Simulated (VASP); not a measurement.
# AgSb (F-43m) in VASP: notebook, part 2 of 2

VASP 6.6.1. Earlier steps stand in the parts before.

### Step 3. Single point, PBE

This run uses another cell than the first one, of 30.78 Å³/atom.

INCAR

```
SYSTEM = AgSb
  ALGO = Normal
  EDIFF = 1E-6
  ENCUT = 520
  GGA = PE
  ISIF = 2
  ISMEAR = 0
  LASPH = .True.
  LCHARG = .False.
  LREAL = .False.
  LWAVE = .False.
  NBANDS = 15
  NELM = 80
  PREC = Accurate
  SIGMA = 0.1
```

KPOINTS

```
k-points
0
Gamma
  16 16 16
  0 0 0
```

POSCAR

```
AgSb
1.0
    0.0000000000      3.1337780481      3.1337780481
    3.1337780481      0.0000000000      3.1337780481
    3.1337780481      3.1337780481      0.0000000000
Ag Sb
1 1
Direct
    0.0000000000      0.0000000000      0.0000000000
    0.2500000000      0.2500000000      0.2500000000
```

Potentials or basis: VASP PAW PBE potentials, release 64 (Ag, Sb).

Started as:

```
$ cat potpaw_PBE.64/Ag/POTCAR potpaw_PBE.64/Sb/POTCAR > POTCAR
$ mpirun -np 1 vasp_std > vasp.out
```

OUTCAR:

```text
SYSTEM = AgSb
   EDIFF = 1E-6
   ENCUT = 520
   GGA = PE
   ISIF = 2
   ISMEAR = 0
   LASPH = .True.
   LREAL = .False.
   NELM = 80
   PREC = Accurate

 ion  position               nearest neighbor table
   1  0.000  0.000  0.000-   2 2.71   2 2.71   2 2.71   2 2.71
   2  0.250  0.250  0.250-   1 2.71   1 2.71   1 2.71   1 2.71

  LATTYP: Found a face centered cubic cell.
 ALAT       =     6.2675560962

  Lattice vectors:

 A1 = (   0.0000000000,   3.1337780481,   3.1337780481)
 A2 = (   3.1337780481,   0.0000000000,   3.1337780481)
 A3 = (   3.1337780481,   3.1337780481,   0.0000000000)

Analysis of symmetry for initial positions (statically):
=====================================================================
 Subroutine PRICEL returns:
 Original cell was already a primitive cell.

 Routine SETGRP: Setting up the symmetry group for a
 face centered cubic supercell.

 Subroutine GETGRP returns: Found 24 space group operations
 (whereof 24 operations were pure point group operations)
 out of a pool of 48 trial point group operations.

The static configuration has the point symmetry T_d .

Analysis of symmetry for dynamics (positions and initial velocities):
=====================================================================
 Subroutine PRICEL returns:
 Original cell was already a primitive cell.

 Routine SETGRP: Setting up the symmetry group for a
 face centered cubic supercell.

 Subroutine GETGRP returns: Found 24 space group operations
 (whereof 24 operations were pure point group operations)
 out of a pool of 48 trial point group operations.

The dynamic configuration has the point symmetry T_d .

 Subroutine INISYM returns: Found 24 space group operations
 (whereof 24 operations are pure point group operations),
 and found     1 'primitive' translations

----------------------------------------------------------------------------------------

                                     Primitive cell

  volume of cell :      61.5509

  direct lattice vectors                    reciprocal lattice vectors
     0.000000000  3.133778048  3.133778048    -0.159551823  0.159551823  0.159551823
[... 119 lines left out ...]
  energy-cutoff  :      520.00
  volume of cell :       61.55
 maximum number of plane-waves:      1678
 NGX is ok and might be reduce to    36
   NGX = 17   NGY = 17   NGZ = 17

 number of electron      16.0000001 magnetization

 Free energy of the ion-electron system (eV)
  ---------------------------------------------------
  ext. energy  EPLUGINS =         0.00000000
  ---------------------------------------------------
  free energy    TOTEN  =        -6.07432043 eV

  energy without entropy =       -6.06775962  energy(sigma->0) =       -6.07104002

 E-fermi :   4.3359     XC(G=0):  -9.0686

 val. band max:        4.3264791789   @ k =   0.4375   0.2500   0.0000
 cond. band min:       4.3419782844   @ k =   0.5000   0.3125   0.1250
 fundamental gap:      0.0154991055
 Fermi energy:         4.3358692395

 k-point     1 :       0.0000    0.0000    0.0000
  band No.  band energies     occupation
      1      -5.5950      2.00000
      2      -0.7482      2.00000
      3      -0.7482      2.00000
      4      -0.7482      2.00000
      5      -0.0908      2.00000
      6      -0.0908      2.00000
      7       6.5080      0.00000
      8       6.5080      0.00000
      9       6.5080      0.00000
     10       7.4527      0.00000
     11      10.0678      0.00000
     12      10.0678      0.00000
     13      10.0678      0.00000
     14      12.8385      0.00000
[... 401 lines left out ...]
      2      -0.7456      2.00000
      3      -0.7328      2.00000
      4      -0.7240      2.00000
      5      -0.0989      2.00000
      6      -0.0896      2.00000
      7       5.5380      0.00000
      8       6.1287      0.00000
      9       6.4387      0.00000
     10       8.1424      0.00000
     11       9.9830      0.00000
     12      10.1708      0.00000
     13      10.4929      0.00000
     14      13.4295      0.00000
     15      13.8534      0.00000

 [... further k-points ...]

------------------------ aborting loop because EDIFF is reached ----------------------------------------

  FORCE on cell =-STRESS in cart. coord.  units (eV):
  Direction    XX          YY          ZZ          XY          YZ          ZX
  --------------------------------------------------------------------------------------
  -------------------------------------------------------------------------------------
  Total       -0.0514637     -0.0514637     -0.0514637     -0.0000000      0.0000000      0.0000000
  in kB       -1.3396049     -1.3396049     -1.3396049     -0.0000000      0.0000000      0.0000000
  external PRESSURE =      -1.3396049 kB  Pullay stress =       0.0000000 kB

 VOLUME and BASIS-vectors are now :
 -----------------------------------------------------------------------------
  energy-cutoff  :      520.00
  volume of cell :       61.55
      direct lattice vectors                 reciprocal lattice vectors
     0.000000000  3.133778048  3.133778048    -0.159551823  0.159551823  0.159551823
     3.133778048  0.000000000  3.133778048     0.159551823 -0.159551823  0.159551823
     3.133778048  3.133778048  0.000000000     0.159551823  0.159551823 -0.159551823

 POSITION                                       TOTAL-FORCE (eV/Angst)
 -----------------------------------------------------------------------------------
      0.00000      0.00000      0.00000        -0.000000     -0.000000     -0.000000
      1.56689      1.56689      1.56689         0.000000      0.000000      0.000000
 -----------------------------------------------------------------------------------
    total drift:                                0.000000      0.000000      0.000000

  FREE ENERGIE OF THE ION-ELECTRON SYSTEM (eV)
  ---------------------------------------------------
  free  energy   TOTEN  =        -6.0743204333 eV

  energy  without entropy=       -6.0677596153  energy(sigma->0) =       -6.07104002
```

It took 87 s on 1 thread of AMD EPYC 9R45 (Zen 5), shared host; peak memory 0.27 GiB.

What came out:

```yaml
Free_energy: -6.0743 eV
Pressure: -0.1 GPa
Band_gap_on_the_k_mesh: zero (bands 8 and 9 overlap by 3.32 eV)
```

Caveat: spin-orbit coupling is left out, which moves the levels of the heavy elements.

### Step 4. Relaxation of cell and atoms, PBE

This run uses another cell than the first one, of 30.55 Å³/atom.

INCAR

```
ALGO = Normal
EDIFF = 1E-6
EDIFFG = -0.01
ENCUT = 600
GGA = PE
IBRION = 2
ISIF = 3
ISMEAR = 0
LASPH = T
LCHARG = F
LREAL = F
LWAVE = F
NELM = 60
NSW = 100
PREC = Accurate
SIGMA = 0.1
```

KPOINTS

```
k-points
0
Gamma
  16 16 16
```

POSCAR

```
AgSb
1.0
    0.0000000000      3.1259619934      3.1259619934
    3.1259619934      0.0000000000      3.1259619934
    3.1259619934      3.1259619934      0.0000000000
Ag Sb
1 1
Direct
    0.0000000000      0.0000000000      0.0000000000
    0.2500000000      0.2500000000      0.2500000000
```

Started as:

```
$ cat potpaw_PBE.64/Ag/POTCAR potpaw_PBE.64/Sb/POTCAR > POTCAR
$ mpirun -np 1 vasp_std > vasp.out
```

It took 1.8 min on 1 thread of AMD EPYC 9R45 (Zen 5), shared host; peak memory 0.29 GiB.

It converged, with:

| Quantity | Value |
| --- | --- |
| Free energy | -6.0741 eV |
| Relaxed volume | 30.72 Å³/atom |
| Relaxed cell | a = 4.429 Å, b = 4.429 Å, c = 4.429 Å, α = 60.00°, β = 60.00°, γ = 60.00° |
| Space group after relaxing (to 0.1 Å) | F-43m (No. 216) |
| Energy gained by relaxing | 0.1 meV/atom |
| Ionic steps | 2 |
| Pressure after relaxing | 0.0 GPa |
| Band gap on the k mesh | zero (bands 8 and 9 overlap by 3.33 eV) |

Step by step:
| step | energy change (eV) | largest force (eV/Å) | pressure (GPa) | volume (Å³) |
| --- | --- | --- | --- | --- |
| 1 | 0.0000 | 0.0000 | 0.21 | 61.09 |
| 2 | -0.0001 | 0.0000 | -0.02 | 61.44 |

Final structure:
```cif
data_structure
_symmetry_space_group_name_H-M 'P 1'
_symmetry_Int_Tables_number 1
_cell_length_a 4.4292
_cell_length_b 4.4292
_cell_length_c 4.4292
_cell_angle_alpha 60.000
_cell_angle_beta 60.000
_cell_angle_gamma 60.000
_cell_volume 61.44
loop_
_atom_site_label
_atom_site_type_symbol
_atom_site_fract_x
_atom_site_fract_y
_atom_site_fract_z
_atom_site_occupancy
Ag1 Ag 0.00000 0.00000 0.00000 1
Sb1 Sb 0.25000 0.25000 0.25000 1
```

Levels at points of the mesh, in eV from the Fermi level:
```csv
k point,band 5,band 6,band 7,band 8,band 9,band 10,band 11,band 12
"(0.00, 0.00, 0.00)",-4.43,-4.43,2.18,2.18,2.18,3.13,5.73,5.73
"(0.50, 0.00, 0.00)",-4.41,-4.09,-3.75,0.94,0.94,3.61,6.36,6.36
"(0.50, 0.50, 0.00)",-4.36,-4.02,-2.96,-0.73,-0.73,3.57,3.97,11.09
```

Caveat: spin-orbit coupling is left out, which moves the levels of the heavy elements.

### Step 5. Summary

```tsv
task	cell	k mesh	cutoff (eV)	gap on the mesh (eV)	pressure (GPa)	relaxed volume (Å³/atom)
relaxation of cell and atoms	relaxed from a = 4.215 Å, angles 60.0°, 2 atoms	6 × 6 × 6	600	none	0.0	30.58
single point	a = 4.432 Å, angles 60.0°, 2 atoms	16 × 16 × 16	520	none	-0.1	-
relaxation of cell and atoms	relaxed from a = 4.421 Å, angles 60.0°, 2 atoms	16 × 16 × 16	600	none	0.0	30.72
```

Alike in all rows: level PBE; potentials or basis VASP PAW PBE potentials, release 64 (Ag, Sb); no spin polarisation; smearing gaussian 0.1 eV.

Caveats: spin-orbit coupling is left out, which moves the levels of the heavy elements; the volume moved by over 15 % at a fixed basis, so the end points are rough (at least some runs).

Total energies depend on the potentials used, so only differences within one code and one set of settings carry meaning.
